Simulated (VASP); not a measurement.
# Al2InN3 (Cmc2_1) in VASP: further runs

The runs below take Al2InN3 through single point, with PBE.

All numbers are computed with VASP 6.6.1; they aren't measurements. Logs are shortened: lines on timing, memory, paths and dates and some standing lists are left out, and cuts for length are marked.

## 1. The cell of the first run

The structure is orthorhombic, space group Cmc2_1 (No. 36). Conventional cell: a = 9.311 Å, b = 5.802 Å, c = 4.971 Å, α = 90.00°, β = 90.00°, γ = 90.00°. Al (site symmetry 1) has 4 N at 1.82 to 1.93 Å within 2.4 Å. Within 2.9 Å of In (site symmetry m) lie 5 N at 2.09 to 2.89 Å. Within 2.4 Å of N (site symmetry 1) lie 3 Al at 1.82 to 1.93 Å and 1 In at 2.10 Å. N (site symmetry m) has 2 Al at 1.83 Å and 2 In at 2.09 to 2.24 Å within 2.4 Å.

## 2. Single point, PBE (11.19 Å³/atom)

INCAR reads:

```
SYSTEM = Al2InN3
  PREC = Accurate
  ENCUT = 520
  EDIFF = 1E-6
  ISMEAR = 0
  SIGMA = 0.05
  LREAL = .False.
  LASPH = .True.
  NELM = 100
  ALGO = Normal
  ISIF = 2
  LWAVE = .False.
  LCHARG = .True.
  GGA = PE
  LELF = .True.
  LVHAR = .True.
  NBANDS = 46
```

KPOINTS reads:

```
regular mesh
0
Gamma
  6 6 6
  0 0 0
```

POSCAR reads:

```
Al2InN3
1.0
    4.6556651559     -2.9010721653      0.0000000000
    4.6556651559      2.9010721653      0.0000000000
    0.0000000000      0.0000000000      4.9705249091
Al In N
4 2 6
Direct
    0.0084427086      0.3348641725      0.9917411822
    0.6651358275      0.9915572914      0.9917411822
    0.9915572914      0.6651358275      0.4917411822
    0.3348641725      0.0084427086      0.4917411822
    0.3220722962      0.6779277038      0.9869930315
    0.6779277038      0.3220722962      0.4869930315
    0.0367610679      0.3336262977      0.3556963910
    0.6663737023      0.9632389321      0.3556963910
    0.9632389321      0.6663737023      0.8556963910
    0.3336262977      0.0367610679      0.8556963910
    0.2982358752      0.7017641248      0.4061317922
    0.7017641248      0.2982358752      0.9061317922
```

Potentials or basis: VASP PAW PBE potentials, release 64 (Al, In_d, N).

Started as:

```sh
$ cat potpaw_PBE.64/Al/POTCAR potpaw_PBE.64/In_d/POTCAR potpaw_PBE.64/N/POTCAR > POTCAR
$ mpirun -np 1 vasp_std > vasp.out
```

OUTCAR:

```text
SYSTEM = Al2InN3
   PREC = Accurate
   ENCUT = 520
   EDIFF = 1E-6
   ISMEAR = 0
   LREAL = .False.
   LASPH = .True.
   NELM = 100
   ISIF = 2
   GGA = PE

 ion  position               nearest neighbor table
   1  0.008  0.335  0.992-   7 1.82  12 1.83   9 1.85  10 1.93   3 3.05   3 3.05   5 3.06   6 3.08
                             6 3.11   4 3.12   4 3.12   2 3.20   5 3.24   2 3.25   2 3.25   5 3.39
   2  0.665  0.992  0.992-   8 1.82  12 1.83  10 1.85   9 1.93   4 3.05   4 3.05   5 3.06   6 3.08
                             6 3.11   3 3.12   3 3.12   1 3.20   5 3.24   1 3.25   1 3.25   5 3.39
   3  0.992  0.665  0.492-   9 1.82  11 1.83   7 1.85   8 1.93   1 3.05   1 3.05   6 3.06   5 3.08
                             5 3.11   2 3.12   2 3.12   4 3.20   6 3.24   4 3.25   4 3.25   6 3.39
   4  0.335  0.008  0.492-  10 1.82  11 1.83   8 1.85   7 1.93   2 3.05   2 3.05   6 3.06   5 3.08
                             5 3.11   1 3.12   1 3.12   3 3.20   6 3.24   3 3.25   3 3.25   6 3.39
   5  0.322  0.678  0.987-  11 2.09  10 2.10   9 2.10  12 2.24  11 2.89   2 3.06   1 3.06   4 3.08
                             3 3.08   4 3.11   3 3.11   6 3.23   6 3.23   1 3.24   2 3.24   2 3.39
   6  0.678  0.322  0.487-  12 2.09   8 2.10   7 2.10  11 2.24  12 2.89   4 3.06   3 3.06   2 3.08
                             1 3.08   2 3.11   1 3.11   5 3.23   5 3.23   4 3.24   3 3.24   4 3.39
   7  0.037  0.334  0.356-   1 1.82   3 1.85   4 1.93   6 2.10
   8  0.666  0.963  0.356-   2 1.82   4 1.85   3 1.93   6 2.10
   9  0.963  0.666  0.856-   3 1.82   1 1.85   2 1.93   5 2.10
  10  0.334  0.037  0.856-   4 1.82   2 1.85   1 1.93   5 2.10
  11  0.298  0.702  0.406-   3 1.83   4 1.83   5 2.09   6 2.24   5 2.89
  12  0.702  0.298  0.906-   1 1.83   2 1.83   6 2.09   5 2.24   6 2.89

  LATTYP: Found a base centered orthorhombic cell.
 ALAT       =     5.8021443306
 B/A-ratio  =     1.6048084607
 C/A-ratio  =     0.8566703318

  Lattice vectors:

 A1 = (  -4.6556651559,  -2.9010721653,   0.0000000000)
 A2 = (   4.6556651559,  -2.9010721653,   0.0000000000)
 A3 = (   0.0000000000,   0.0000000000,   4.9705249091)

Analysis of symmetry for initial positions (statically):
=====================================================================
 Subroutine PRICEL returns:
 Original cell was already a primitive cell.

 Routine SETGRP: Setting up the symmetry group for a
 base centered orthorhombic supercell.

 Subroutine GETGRP returns: Found  4 space group operations
 (whereof  2 operations were pure point group operations)
 out of a pool of  8 trial point group operations.

The static configuration has the point symmetry C_1h.
 The point group associated with its full space group is C_2v.

Analysis of symmetry for dynamics (positions and initial velocities):
=====================================================================
 Subroutine PRICEL returns:
 Original cell was already a primitive cell.

 Routine SETGRP: Setting up the symmetry group for a
 base centered orthorhombic supercell.

 Subroutine GETGRP returns: Found  4 space group operations
 (whereof  2 operations were pure point group operations)
 out of a pool of  8 trial point group operations.

The dynamic configuration has the point symmetry C_1h.
 The point group associated with its full space group is C_2v.

 Subroutine INISYM returns: Found  4 space group operations
 (whereof  2 operations are pure point group operations),
 and found     1 'primitive' translations

----------------------------------------------------------------------------------------

                                     Primitive cell

  volume of cell :     134.2680

  direct lattice vectors                    reciprocal lattice vectors
     4.655665156 -2.901072165  0.000000000     0.107396040 -0.172350073  0.000000000
     4.655665156  2.901072165  0.000000000     0.107396040  0.172350073  0.000000000
     0.000000000  0.000000000  4.970524909     0.000000000  0.000000000  0.201185995

  length of vectors
     5.485566311  5.485566311  4.970524909     0.203072541  0.203072541  0.201185995

  position of ions in fractional coordinates (direct lattice)
     0.008442709  0.334864172  0.991741182
     0.665135828  0.991557291  0.991741182
     0.991557291  0.665135828  0.491741182
     0.334864172  0.008442709  0.491741182
     0.322072296  0.677927704  0.986993031
     0.677927704  0.322072296  0.486993031
     0.036761068  0.333626298  0.355696391
     0.666373702  0.963238932  0.355696391
     0.963238932  0.666373702  0.855696391
     0.333626298  0.036761068  0.855696391
     0.298235875  0.701764125  0.406131792
     0.701764125  0.298235875  0.906131792

  ion indices of the primitive-cell ions
   primitive index   ion index
                 1           1
                 2           2
                 3           3
                 4           4
                 5           5
                 6           6
                 7           7
                 8           8
                 9           9
                10          10
                11          11
                12          12

----------------------------------------------------------------------------------------

 KPOINTS: regular mesh

Automatic generation of k-mesh.
 Grid dimensions read from file:
 generate k-points for:    6    6    6

 Generating k-lattice:

  Cartesian coordinates                     Fractional coordinates (reciprocal lattice)
     0.017899340 -0.028725012  0.000000000     0.166666667 -0.000000000  0.000000000
     0.017899340  0.028725012  0.000000000    -0.000000000  0.166666667  0.000000000
     0.000000000  0.000000000  0.033530999     0.000000000  0.000000000  0.166666667

  Length of vectors
     0.033845424  0.033845424  0.033530999

  Shift w.r.t. Gamma in fractional coordinates (k-lattice)
     0.000000000  0.000000000  0.000000000

 Subroutine IBZKPT returns following result:
 ===========================================

 Found     52 irreducible k-points:

 Following reciprocal coordinates:
            Coordinates               Weight
  0.000000  0.000000  0.000000      1.000000
  0.166667  0.000000  0.000000      4.000000
  0.333333  0.000000  0.000000      4.000000
  0.500000  0.000000  0.000000      2.000000
  0.166667  0.166667  0.000000      2.000000
  0.333333  0.166667  0.000000      4.000000
[... 16 lines left out ...]
  0.333333  0.333333  0.166667      4.000000
  0.500000  0.333333  0.166667      8.000000
 [... further k-points ...]
   k-points           NKPTS =     52   k-points in BZ     NKDIM =     52   number of bands    NBANDS=     46
   number of dos      NEDOS =    301   number of ions     NIONS =     12
   total plane-waves  NPLWV =  70560
   dimension x,y,z NGX =    42 NGY =   42 NGZ =   40
   dimension x,y,z NGXF=    84 NGYF=   84 NGZF=   80
   ions per type =               4   2   6
   NGX,Y,Z   is equivalent  to a cutoff of  12.73, 12.73, 13.38 a.u.
   NGXF,Y,Z  is equivalent  to a cutoff of  25.46, 25.46, 26.76 a.u.
 SYSTEM =  Al2InN3
   PREC   = accura    normal or accurate (medium, high low for compatibility)
   ISTART =      0    job   : 0-new  1-cont  2-samecut
   ICHARG =      2    charge: 1-file 2-atom 10-const
   ISPIN  =      1    spin polarized calculation?
   LNONCOLLINEAR =      F non collinear calculations
   LSORBIT =      F    spin-orbit coupling
   LASPH  =      T    aspherical Exc in radial PAW
   ENCUT  =  520.0 eV  38.22 Ry    6.18 a.u.  10.20 10.20  9.24*2*pi/ulx,y,z
   NELM   =    100;   NELMIN=  2; NELMDL= -5     # of ELM steps
   EDIFF  = 0.1E-05   stopping-criterion for ELM
   LREAL  =      F    real-space projection
   EDIFFG = 0.1E-04   stopping-criterion for IOM
   NSW    =      0    number of steps for IOM
   IBRION =     -1    ionic relax: 0-MD 1-quasi-New 2-CG
   NFREE  =      0    steps in history (QN), initial steepest desc. (CG)
   ISIF   =      2    stress and relaxation
   ISYM   =      2    0-nonsym 1-usesym 2-fastsym
   POTIM  = 0.5000    time-step for ionic-motion
   TEBEG  =    0.0;   TEEND  =   0.0 temperature during run
   PSTRESS=    0.0 pullay stress
   NELECT =      68.0000    total number of electrons
   NUPDOWN=      -1.0000    fix difference up-down
   EMIN   =  10.00;   EMAX   =-10.00  energy-range for DOS
   EFERMI =   0.00;   METHOD = LEGACY
   ISMEAR =     0;   SIGMA  =   0.05  broadening in eV -4-tet -1-fermi 0-gaus
   EFERMI_NEDOS =   21; number of points for ismear=-14 and -15
   IALGO  =     38    algorithm
   IMIX   =      4    mixing-type and parameters
     AMIX     =   0.40;   BMIX     =  1.00
     AMIX_MAG =   1.60;   BMIX_MAG =  1.00
  volume/ion in A,a.u.               =      11.19        75.51
  Fermi-wavevector in a.u.,A,eV,Ry     =   1.304929  2.465959 23.168549  1.702840
  Thomas-Fermi vector in A             =   2.435832
   LORBIT       =      0    0 simple, 1 ext, 2 COOP (PROOUT), +10 PAW based schemes
   GGA     = PE    functional components
   LHFCALC =     F    Hartree Fock is set to
   AEXX    =    0.0000 exact exchange contribution
   IVDW    =     0    specifies the selected vdW correction
   LEPSILON=     F    determine dielectric tensor
   LRPA    =     F    only Hartree local field effects (RPA)
 non-spin polarized calculation
 Gauss-broadening in eV      SIGMA  =   0.05
  energy-cutoff  :      520.00
  volume of cell :      134.27
 maximum number of plane-waves:      3641
 NGX is ok and might be reduce to    42
   NGX = 21   NGY = 21   NGZ = 19

 number of electron      68.0000019 magnetization

 Free energy of the ion-electron system (eV)
  ---------------------------------------------------
  ext. energy  EPLUGINS =         0.00000000
  ---------------------------------------------------
  free energy    TOTEN  =       -79.64614345 eV

  energy without entropy =      -79.64614345  energy(sigma->0) =      -79.64614345

 E-fermi :   7.2536     XC(G=0): -11.2448

 val. band max:        7.0476688751   @ k =   0.0000   0.0000   0.0000
 cond. band min:       9.5615357118   @ k =   0.0000   0.0000   0.0000
 fundamental gap:      2.5138668366
 Fermi energy:         7.2535929632

 k-point     1 :       0.0000    0.0000    0.0000
  band No.  band energies     occupation
      1      -8.2538      2.00000
      2      -7.4742      2.00000
      3      -7.1271      2.00000
      4      -6.9769      2.00000
      5      -6.9639      2.00000
      6      -6.6578      2.00000
[... 38 lines left out ...]
     45      16.7830      0.00000
     46      17.0957      0.00000

 k-point     2 :       0.1667    0.0000    0.0000
  band No.  band energies     occupation
      1      -8.1695      2.00000
      2      -7.4597      2.00000
      3      -7.1467      2.00000
      4      -7.0844      2.00000
      5      -6.8713      2.00000
      6      -6.6416      2.00000
[... 38 lines left out ...]
     45      16.5445      0.00000
     46      16.8384      0.00000

 k-point     3 :       0.3333    0.0000    0.0000
  band No.  band energies     occupation
      1      -7.9494      2.00000
      2      -7.4714      2.00000
      3      -7.2330      2.00000
      4      -7.1233      2.00000
      5      -6.8092      2.00000
      6      -6.6065      2.00000
[... 1018 lines left out ...]
     45      16.4749      0.00000
     46      16.5760      0.00000

 k-point    24 :       0.5000    0.3333    0.1667
  band No.  band energies     occupation
      1      -7.6844      2.00000
      2      -7.4741      2.00000
      3      -7.2767      2.00000
      4      -6.9188      2.00000
      5      -6.8607      2.00000
      6      -6.6379      2.00000
[... 38 lines left out ...]
     45      16.4859      0.00000
     46      16.8521      0.00000

 [... further k-points ...]

------------------------ aborting loop because EDIFF is reached ----------------------------------------

  FORCE on cell =-STRESS in cart. coord.  units (eV):
  Direction    XX          YY          ZZ          XY          YZ          ZX
  --------------------------------------------------------------------------------------
  -------------------------------------------------------------------------------------
  Total       21.5738232     -0.1802762     23.3445660      0.0000000      0.0000000      0.0000000
  in kB      257.4335690     -2.1511780    278.5632798      0.0000000      0.0000000      0.0000000
  external PRESSURE =     177.9485569 kB  Pullay stress =       0.0000000 kB

 VOLUME and BASIS-vectors are now :
 -----------------------------------------------------------------------------
  energy-cutoff  :      520.00
  volume of cell :      134.27
      direct lattice vectors                 reciprocal lattice vectors
     4.655665156 -2.901072165  0.000000000     0.107396040 -0.172350073  0.000000000
     4.655665156  2.901072165  0.000000000     0.107396040  0.172350073  0.000000000
     0.000000000  0.000000000  4.970524909     0.000000000  0.000000000  0.201185995

 POSITION                                       TOTAL-FORCE (eV/Angst)
 -----------------------------------------------------------------------------------
      1.59832      0.94697      4.92947         0.178618     -0.657881     -0.684286
      7.71301      0.94697      4.92947        -0.178618     -0.657881     -0.684286
      7.71301     -0.94697      2.44421        -0.178618      0.657881     -0.684286
      1.59832     -0.94697      2.44421         0.178618      0.657881     -0.684286
      4.65567      1.03236      4.90587         0.000000     -0.863778     -0.542838
      4.65567     -1.03236      2.42061         0.000000      0.863778     -0.542838
      1.72440      0.86123      1.76800         0.211698     -0.873637      0.724685
      7.58693      0.86123      1.76800        -0.211698     -0.873637      0.724685
      7.58693     -0.86123      4.25326        -0.211698      0.873637      0.724685
      1.72440     -0.86123      4.25326         0.211698      0.873637      0.724685
      4.65567      1.17066      2.01869         0.000000     -0.764151      0.462040
      4.65567     -1.17066      4.50395         0.000000      0.764151      0.462040
 -----------------------------------------------------------------------------------
    total drift:                               -0.000000      0.000000     -0.000847

  FREE ENERGIE OF THE ION-ELECTRON SYSTEM (eV)
  ---------------------------------------------------
  free  energy   TOTEN  =       -79.6461434518 eV

  energy  without entropy=      -79.6461434518  energy(sigma->0) =      -79.64614345
```

Wall time 5.4 min (1 thread of Intel Xeon Platinum 8259CL at 2.50GHz (Skylake/Cascade Lake), shared host); peak memory 0.41 GiB.

Results:

```
Free energy            : -79.6461 eV
Pressure               : 17.8 GPa
Largest force          : 1.155 eV/Å
Band gap on the k mesh : 2.51 eV
```

Forces in eV/Å, atoms in the order of the input:
```
Al   0.179 -0.658 -0.684
Al  -0.179 -0.658 -0.684
Al  -0.179  0.658 -0.684
Al   0.179  0.658 -0.684
In   0.000 -0.864 -0.543
In   0.000  0.864 -0.543
N    0.212 -0.874  0.725
N   -0.212 -0.874  0.725
N   -0.212  0.874  0.725
N    0.212  0.874  0.725
N    0.000 -0.764  0.462
N    0.000  0.764  0.462
```

Levels at points of the mesh, in eV from the valence-band top:
```csv
k point,band 30,band 31,band 32,band 33,band 34,band 35,band 36,band 37,band 38,band 39
"(0.00, 0.00, 0.00)",-1.09,-0.64,-0.34,0.00,0.00,2.51,4.59,5.47,5.60,7.74
"(0.50, 0.00, 0.00)",-0.84,-0.78,-0.74,-0.67,-0.44,4.48,4.52,6.02,6.07,6.76
"(0.50, 0.50, 0.00)",-1.03,-0.70,-0.69,-0.51,-0.19,4.54,5.14,5.47,6.45,6.71
"(0.00, 0.00, 0.50)",-0.75,-0.39,-0.39,-0.13,-0.13,4.53,4.53,6.98,6.98,7.17
"(0.50, 0.00, 0.50)",-1.45,-1.13,-1.13,-0.44,-0.44,4.61,4.61,5.76,5.76,6.44
"(0.50, 0.50, 0.50)",-1.17,-0.90,-0.90,-0.55,-0.55,5.10,5.10,5.84,5.84,5.96
```

Caveat: the cell stands under pressure; spin-orbit coupling is left out, which moves the levels of the heavy elements; forces of over 1 eV/Å act on the atoms, so gaps and moduli don't describe the material at rest. A k mesh can miss the band edges.

## 3. Single point, PBE (11.19 Å³/atom)

INCAR reads:

```
  ALGO = Normal
  EDIFF = 1E-6
  ENCUT = 520
  GGA = PE
  ISIF = 2
  ISMEAR = 0
  LASPH = T
  LCHARG = F
  LREAL = F
  LWAVE = F
  NBANDS = 46
  NELM = 80
  PREC = Accurate
  SIGMA = 0.05
```

KPOINTS reads:

```
k-points
0
Gamma
  6 6 6
```

POSCAR, as its differences from that of step 2:

```diff
@@ -2,5 +2,5 @@
 1.0
-    4.6556651559     -2.9010721653      0.0000000000
-    4.6556651559      2.9010721653      0.0000000000
-    0.0000000000      0.0000000000      4.9705249091
+    4.7817996518     -2.7500415468      0.0000000000
+    4.7817996518      2.7500415468      0.0000000000
+    0.0000000000      0.0000000000      5.1051898028
 Al In N
```

Potentials or basis: VASP PAW PBE potentials, release 64 (Al, In_d, N).

Started as:

```sh
$ cat potpaw_PBE.64/Al/POTCAR potpaw_PBE.64/In_d/POTCAR potpaw_PBE.64/N/POTCAR > POTCAR
$ mpirun -np 1 vasp_std > vasp.out
```

It took 5.2 min on 1 thread of Intel Xeon Platinum 8259CL at 2.50GHz (Skylake/Cascade Lake), shared host; peak memory 0.41 GiB.

Results (log left out):

```yaml
Free_energy: -80.2617 eV
Pressure: 16.7 GPa
Largest_force: 0.108 eV/Å
Band_gap_on_the_k_mesh: 2.64 eV
```

Forces on the atoms (eV/Å):
```
Al   0.025 -0.001  0.007
Al  -0.025 -0.001  0.007
Al  -0.025  0.001  0.007
Al   0.025  0.001  0.007
In   0.000  0.036 -0.049
In   0.000 -0.036 -0.049
N    0.043 -0.032 -0.034
N   -0.043 -0.032 -0.034
N   -0.043  0.032 -0.034
N    0.043  0.032 -0.034
N    0.000  0.025  0.105
N    0.000 -0.025  0.105
```

Stress tensor (GPa, compression positive):
```
16.97  0.00  0.00
 0.00 16.76  0.00
 0.00  0.00 16.33
```

Levels at points of the mesh, in eV from the valence-band top:
```
           k point  band 31  band 32  band 33  band 34  band 35  band 36  band 37  band 38
(0.00, 0.00, 0.00)    -0.62    -0.06    -0.06     0.00     2.64     4.94     5.30     5.72
(0.50, 0.00, 0.00)    -0.75    -0.63    -0.61    -0.27     4.72     4.96     5.96     6.22
(0.50, 0.50, 0.00)    -0.72    -0.58    -0.50    -0.34     4.47     5.22     5.82     6.31
(0.00, 0.00, 0.50)    -0.39    -0.39    -0.12    -0.12     4.78     4.78     7.10     7.10
(0.50, 0.00, 0.50)    -0.96    -0.96    -0.52    -0.52     4.82     4.82     5.84     5.84
(0.50, 0.50, 0.50)    -0.95    -0.95    -0.64    -0.64     4.99     4.99     5.98     5.98
```

Caveat: the cell stands under pressure; spin-orbit coupling is left out, which moves the levels of the heavy elements. A k mesh can miss the band edges.
